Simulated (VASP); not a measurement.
# CsHgS (P4/mmm) in VASP: relaxation of cell and atoms with PBE

Aim: the relaxation of cell and atoms of CsHgS with PBE.

Everything below comes from runs of VASP 6.6.1. Logs are shortened: lines on timing, memory, paths and dates and some standing lists are left out, and cuts for length are marked.

**1. The cell of the first run**

It takes space group P4/mmm (No. 123, tetragonal). The conventional cell has a = 5.310 Å, b = 5.310 Å, c = 5.087 Å, α = 90.00°, β = 90.00°, γ = 90.00°. Cs (site symmetry 4/mmm) has 4 Hg at 3.75 Å and 8 S at 4.54 Å and 2 Cs at 5.09 Å within 5.1 Å. Within 3.4 Å of Hg (site symmetry 4/mmm) lie 2 S at 2.54 Å. Within 3.4 Å of S (site symmetry 4/mmm) lie 2 Hg at 2.54 Å.

The cell was generated, and may not be a known phase.

**2. Relaxation of cell and atoms, PBE**

Input file INCAR:

```
PREC = Accurate
ENCUT = 600
EDIFF = 1E-7
ISMEAR = 0
SIGMA = 0.1
LREAL = False
LASPH = True
NELM = 100
ALGO = Normal
ISIF = 3
LWAVE = False
LCHARG = False
GGA = PE
IBRION = 2
NSW = 100
EDIFFG = -0.01
```

Input file KPOINTS:

```
Automatic mesh
0
Gamma
  10 10 10
```

Input file POSCAR:

```
CsHgS
1.0
    5.3098111960      0.0000000000      0.0000000000
    0.0000000000      5.3098111960      0.0000000000
    0.0000000000      0.0000000000      5.0870674263
Cs Hg S
1 1 1
Direct
    0.0000000000      0.0000000000      0.5000000000
    0.5000000000      0.5000000000      0.5000000000
    0.5000000000      0.5000000000      0.0000000000
```

Potentials or basis: VASP PAW PBE potentials, release 64 (Cs_sv, Hg, S).

Run with:

```sh
cat potpaw_PBE.64/Cs_sv/POTCAR potpaw_PBE.64/Hg/POTCAR potpaw_PBE.64/S/POTCAR > POTCAR
mpirun -np 1 vasp_std > vasp.out
```

OUTCAR:

```text
PREC = Accurate
   ENCUT = 600
   EDIFF = 1E-7
   ISMEAR = 0
   LREAL = False
   LASPH = True
   NELM = 100
   ISIF = 3
   GGA = PE
   IBRION = 2
   NSW = 100
   EDIFFG = -0.01

 ion  position               nearest neighbor table
   1  0.000  0.000  0.500-
   2  0.500  0.500  0.500-   3 2.54   3 2.54
   3  0.500  0.500  0.000-   2 2.54   2 2.54

  LATTYP: Found a simple tetragonal cell.
 ALAT       =     5.3098111960
 C/A-ratio  =     0.9580505292

  Lattice vectors:

 A1 = (   5.3098111960,   0.0000000000,   0.0000000000)
 A2 = (   0.0000000000,   5.3098111960,   0.0000000000)
 A3 = (   0.0000000000,   0.0000000000,   5.0870674263)

Analysis of symmetry for initial positions (statically):
=====================================================================
 Subroutine PRICEL returns:
 Original cell was already a primitive cell.

 Routine SETGRP: Setting up the symmetry group for a
 simple tetragonal supercell.

 Subroutine GETGRP returns: Found 16 space group operations
 (whereof 16 operations were pure point group operations)
 out of a pool of 16 trial point group operations.

The static configuration has the point symmetry D_4h.

Analysis of symmetry for dynamics (positions and initial velocities):
=====================================================================
 Subroutine PRICEL returns:
 Original cell was already a primitive cell.

 Routine SETGRP: Setting up the symmetry group for a
 simple tetragonal supercell.

 Subroutine GETGRP returns: Found 16 space group operations
 (whereof 16 operations were pure point group operations)
 out of a pool of 16 trial point group operations.

The dynamic configuration has the point symmetry D_4h.

 Subroutine INISYM returns: Found 16 space group operations
 (whereof 16 operations are pure point group operations),
 and found     1 'primitive' translations

----------------------------------------------------------------------------------------

                                     Primitive cell

  volume of cell :     143.4253

  direct lattice vectors                    reciprocal lattice vectors
     5.309811196  0.000000000  0.000000000     0.188330613  0.000000000  0.000000000
     0.000000000  5.309811196  0.000000000     0.000000000  0.188330613  0.000000000
     0.000000000  0.000000000  5.087067426     0.000000000  0.000000000  0.196576911

  length of vectors
     5.309811196  5.309811196  5.087067426     0.188330613  0.188330613  0.196576911

  position of ions in fractional coordinates (direct lattice)
     0.000000000  0.000000000  0.500000000
     0.500000000  0.500000000  0.500000000
     0.500000000  0.500000000  0.000000000

  ion indices of the primitive-cell ions
   primitive index   ion index
                 1           1
                 2           2
                 3           3

----------------------------------------------------------------------------------------

 KPOINTS: Automatic mesh

Automatic generation of k-mesh.
 Grid dimensions read from file:
 generate k-points for:   10   10   10

 Generating k-lattice:

  Cartesian coordinates                     Fractional coordinates (reciprocal lattice)
     0.018833061  0.000000000  0.000000000     0.100000000  0.000000000  0.000000000
     0.000000000  0.018833061  0.000000000     0.000000000  0.100000000  0.000000000
     0.000000000  0.000000000  0.019657691     0.000000000  0.000000000  0.100000000

  Length of vectors
     0.018833061  0.018833061  0.019657691

  Shift w.r.t. Gamma in fractional coordinates (k-lattice)
     0.000000000  0.000000000  0.000000000

 Subroutine IBZKPT returns following result:
 ===========================================

 Found    126 irreducible k-points:

 Following reciprocal coordinates:
            Coordinates               Weight
  0.000000  0.000000  0.000000      1.000000
  0.100000  0.000000  0.000000      4.000000
  0.200000  0.000000  0.000000      4.000000
  0.300000  0.000000  0.000000      4.000000
  0.400000  0.000000  0.000000      4.000000
  0.500000  0.000000  0.000000      2.000000
[... 16 lines left out ...]
  0.100000  0.000000  0.100000      8.000000
  0.200000  0.000000  0.100000      8.000000
 [... further k-points ...]
   k-points           NKPTS =    126   k-points in BZ     NKDIM =    126   number of bands    NBANDS=     17
   number of dos      NEDOS =    301   number of ions     NIONS =      3
   total plane-waves  NPLWV =  74088
   dimension x,y,z NGX =    42 NGY =   42 NGZ =   42
   dimension x,y,z NGXF=    84 NGYF=   84 NGZF=   84
   ions per type =               1   1   1
   NGX,Y,Z   is equivalent  to a cutoff of  13.15, 13.15, 13.73 a.u.
   NGXF,Y,Z  is equivalent  to a cutoff of  26.30, 26.30, 27.45 a.u.
 SYSTEM =  unknown system
   PREC   = accura    normal or accurate (medium, high low for compatibility)
   ISTART =      0    job   : 0-new  1-cont  2-samecut
   ICHARG =      2    charge: 1-file 2-atom 10-const
   ISPIN  =      1    spin polarized calculation?
   LNONCOLLINEAR =      F non collinear calculations
   LSORBIT =      F    spin-orbit coupling
   LASPH  =      T    aspherical Exc in radial PAW
   ENCUT  =  600.0 eV  44.10 Ry    6.64 a.u.  10.61 10.61 10.16*2*pi/ulx,y,z
   NELM   =    100;   NELMIN=  2; NELMDL= -5     # of ELM steps
   EDIFF  = 0.1E-06   stopping-criterion for ELM
   LREAL  =      F    real-space projection
   EDIFFG = -.1E-01   stopping-criterion for IOM
   NSW    =    100    number of steps for IOM
   IBRION =      2    ionic relax: 0-MD 1-quasi-New 2-CG
   NFREE  =      1    steps in history (QN), initial steepest desc. (CG)
   ISIF   =      3    stress and relaxation
   ISYM   =      2    0-nonsym 1-usesym 2-fastsym
   POTIM  = 0.5000    time-step for ionic-motion
   TEBEG  =    0.0;   TEEND  =   0.0 temperature during run
   PSTRESS=    0.0 pullay stress
   NELECT =      27.0000    total number of electrons
   NUPDOWN=      -1.0000    fix difference up-down
   EMIN   =  10.00;   EMAX   =-10.00  energy-range for DOS
   EFERMI =   0.00;   METHOD = LEGACY
   ISMEAR =     0;   SIGMA  =   0.10  broadening in eV -4-tet -1-fermi 0-gaus
   EFERMI_NEDOS =   21; number of points for ismear=-14 and -15
   IALGO  =     38    algorithm
   IMIX   =      4    mixing-type and parameters
     AMIX     =   0.40;   BMIX     =  1.00
     AMIX_MAG =   1.60;   BMIX_MAG =  1.00
  volume/ion in A,a.u.               =      47.81       322.63
  Fermi-wavevector in a.u.,A,eV,Ry     =   0.938255  1.773045 11.977513  0.880322
  Thomas-Fermi vector in A             =   2.065448
   LORBIT       =      0    0 simple, 1 ext, 2 COOP (PROOUT), +10 PAW based schemes
   GGA     = PE    functional components
   LHFCALC =     F    Hartree Fock is set to
   AEXX    =    0.0000 exact exchange contribution
   IVDW    =     0    specifies the selected vdW correction
   LEPSILON=     F    determine dielectric tensor
   LRPA    =     F    only Hartree local field effects (RPA)
 conjugate gradient relaxation of ions
 non-spin polarized calculation
 Gauss-broadening in eV      SIGMA  =   0.10
  energy-cutoff  :      600.00
  volume of cell :      143.43
 maximum number of plane-waves:      4818
   NGX = 21   NGY = 21   NGZ = 21

--------------------------------------- Ionic step        1  -------------------------------------------

 number of electron      27.0000003 magnetization

 Free energy of the ion-electron system (eV)
  ---------------------------------------------------
  ext. energy  EPLUGINS =         0.00000000
  ---------------------------------------------------
  free energy    TOTEN  =        -6.44117774 eV

  energy without entropy =       -6.44117774  energy(sigma->0) =       -6.44117774

------------------------ aborting loop because EDIFF is reached ----------------------------------------

  FORCE on cell =-STRESS in cart. coord.  units (eV):
  Direction    XX          YY          ZZ          XY          YZ          ZX
  --------------------------------------------------------------------------------------
  -------------------------------------------------------------------------------------
  Total        0.0703113      0.0703113     -0.4096049      0.0000000     -0.0000000      0.0000000
  in kB        0.7854350      0.7854350     -4.5756215      0.0000000     -0.0000000      0.0000000
  external PRESSURE =      -1.0015839 kB  Pullay stress =       0.0000000 kB

 VOLUME and BASIS-vectors are now :
 -----------------------------------------------------------------------------
  energy-cutoff  :      600.00
  volume of cell :      143.43
      direct lattice vectors                 reciprocal lattice vectors
     5.309811196  0.000000000  0.000000000     0.188330613  0.000000000  0.000000000
     0.000000000  5.309811196  0.000000000     0.000000000  0.188330613  0.000000000
     0.000000000  0.000000000  5.087067426     0.000000000  0.000000000  0.196576911
[... 112 lines left out ...]
 POSITION                                       TOTAL-FORCE (eV/Angst)
 -----------------------------------------------------------------------------------
      5.31772      5.31772      2.53283        -0.000000     -0.000000      0.000000
      2.65886      2.65886      2.53283         0.000000      0.000000      0.000000
      2.65886      2.65886      0.00000        -0.000000     -0.000000      0.000000
 -----------------------------------------------------------------------------------
    total drift:                                0.000000     -0.000000     -0.000000

  FREE ENERGIE OF THE ION-ELECTRON SYSTEM (eV)
  ---------------------------------------------------
  free  energy   TOTEN  =        -6.4421769852 eV

  energy  without entropy=       -6.4421769822  energy(sigma->0) =       -6.44217698

--------------------------------------- Ionic step        5  -------------------------------------------

 number of electron      27.0000003 magnetization

 Free energy of the ion-electron system (eV)
  ---------------------------------------------------
  ext. energy  EPLUGINS =         0.00000000
  ---------------------------------------------------
  free energy    TOTEN  =        -6.44223502 eV

  energy without entropy =       -6.44223502  energy(sigma->0) =       -6.44223502

 E-fermi :   0.9816     XC(G=0):  -6.9487

 val. band max:        0.6216802526   @ k =   0.5000   0.0000   0.2000
 cond. band min:       1.3193198501   @ k =   0.5000   0.0000   0.5000
 fundamental gap:      0.6976395975
 Fermi energy:         0.9816333373

 k-point     1 :       0.0000    0.0000    0.0000
  band No.  band energies     occupation
      1     -22.1774      2.00000
      2     -11.4747      2.00000
      3      -8.9660      2.00000
      4      -8.9660      2.00000
      5      -8.8990      2.00000
      6      -6.1724      2.00000
[... 9 lines left out ...]
     16       3.3848      0.00000
     17       5.2575      0.00000
[... 441 lines left out ...]
 k-point    24 :       0.2000    0.0000    0.1000
  band No.  band energies     occupation
      1     -22.1756      2.00000
      2     -11.4313      2.00000
      3      -9.0151      2.00000
      4      -8.9763      2.00000
      5      -8.9088      2.00000
      6      -6.1359      2.00000
[... 9 lines left out ...]
     16       3.3086      0.00000
     17       4.1697      0.00000

 [... further k-points ...]

------------------------ aborting loop because EDIFF is reached ----------------------------------------

  FORCE on cell =-STRESS in cart. coord.  units (eV):
  Direction    XX          YY          ZZ          XY          YZ          ZX
  --------------------------------------------------------------------------------------
  -------------------------------------------------------------------------------------
  Total        0.0032114      0.0032114      0.0031602      0.0000000      0.0000000      0.0000000
  in kB        0.0357950      0.0357950      0.0352243      0.0000000      0.0000000      0.0000000
  external PRESSURE =       0.0356047 kB  Pullay stress =       0.0000000 kB

 VOLUME and BASIS-vectors are now :
 -----------------------------------------------------------------------------
  energy-cutoff  :      600.00
  volume of cell :      143.74
      direct lattice vectors                 reciprocal lattice vectors
     5.326433674  0.000000000  0.000000000     0.187742880  0.000000000  0.000000000
     0.000000000  5.326433674  0.000000000    -0.000000000  0.187742880  0.000000000
    -0.000000000 -0.000000000  5.066513104    -0.000000000  0.000000000  0.197374403

 POSITION                                       TOTAL-FORCE (eV/Angst)
 -----------------------------------------------------------------------------------
     -0.00000     -0.00000      2.53326        -0.000000     -0.000000      0.000000
      2.66322      2.66322      2.53326         0.000000      0.000000      0.000000
      2.66322      2.66322      0.00000        -0.000000     -0.000000      0.000000
 -----------------------------------------------------------------------------------
    total drift:                                0.000000     -0.000000     -0.000000

  FREE ENERGIE OF THE ION-ELECTRON SYSTEM (eV)
  ---------------------------------------------------
  free  energy   TOTEN  =        -6.4422350206 eV

  energy  without entropy=       -6.4422350179  energy(sigma->0) =       -6.44223502

 reached required accuracy - stopping structural energy minimisation
```

Wall time 28 min (1 thread of Intel Xeon 8259CL, shared host); peak memory 0.62 GiB.

Results:

```
Free energy                           : -6.4422 eV
Relaxed volume                        : 47.91 Å³/atom
Relaxed cell                          : a = 5.326 Å, b = 5.326 Å, c = 5.067 Å, α = 90.00°, β = 90.00°, γ = 90.00°
Space group after relaxing (to 0.1 Å) : P4/mmm (No. 123)
Energy gained by relaxing             : 0.4 meV/atom
Ionic steps                           : 5
Pressure after relaxing               : 0.0 GPa
Band gap on the k mesh                : zero (an odd number of electrons rules out a gap without spin polarisation)
```

Step by step:
```csv
step,energy change (eV),largest force (eV/Å),pressure (GPa),volume (Å³)
1,0.0000,0.0000,-0.10,143.43
2,-0.0007,0.0000,0.12,142.80
3,-0.0009,0.0000,0.04,143.02
4,-0.0010,0.0000,0.03,143.25
5,-0.0011,0.0000,0.00,143.74
```

Final structure:
```xyz
3
Lattice="5.3264 0.0000 0.0000 0.0000 5.3264 0.0000 0.0000 0.0000 5.0665" Properties=species:S:1:pos:R:3 pbc="T T T"
Cs    0.0000    0.0000    2.5333
Hg    2.6632    2.6632    2.5333
S     2.6632    2.6632    0.0000
```

Caveat: spin-orbit coupling is left out, which moves the levels of the heavy elements.

The gap in the log of VASP goes by the Fermi energy; the results here count the filled bands.